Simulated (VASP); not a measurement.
Input of a VASP 6.6.1 run:

INCAR

```
SYSTEM = NiSb
PREC = Accurate
ENCUT = 520
EDIFF = 1E-6
ISMEAR = 0
SIGMA = 0.1
LREAL = .False.
LASPH = .True.
NELM = 80
ALGO = Normal
ISIF = 2
LWAVE = .False.
LCHARG = .False.
GGA = PS
NBANDS = 23
```

Contents of KPOINTS:

```
Automatic mesh
0
Gamma
  12 12 8
  0 0 0
```

File POSCAR:

```
NiSb
1.0
    3.8709307632      0.0000000000      0.0000000000
   -1.9354653816      3.3523243772      0.0000000000
    0.0000000000      0.0000000000      5.0114329184
Ni Sb
2 2
Direct
    0.0000000000      0.0000000000      0.0000000000
    0.0000000000      0.0000000000      0.5000000000
    0.3333333333      0.6666666667      0.2500000000
    0.6666666667      0.3333333333      0.7500000000
```

Potentials or basis: VASP PAW PBE potentials, release 64 (Ni, Sb).

Launch:

```sh
$ cat potpaw_PBE.64/Ni/POTCAR potpaw_PBE.64/Sb/POTCAR > POTCAR
$ mpirun -np 1 vasp_std > vasp.out
```

Predict the band gap on the k mesh.

zero (band 15 reaches 12.85 eV, above the bottom of band 16 at 9.28 eV).

What does it give for the pressure?

5.0 GPa.

Stress tensor (GPa, compression positive):
```
4.99 0.00 0.00
0.00 4.99 0.00
0.00 0.00 5.14
```

Caveat: the PAW data sets were made with another functional, which shifts forces and pressure a little; spin-orbit coupling is left out, which moves the levels of the heavy elements. Spin polarisation is off, so any magnetic state and its effect on volume and gap are missing.
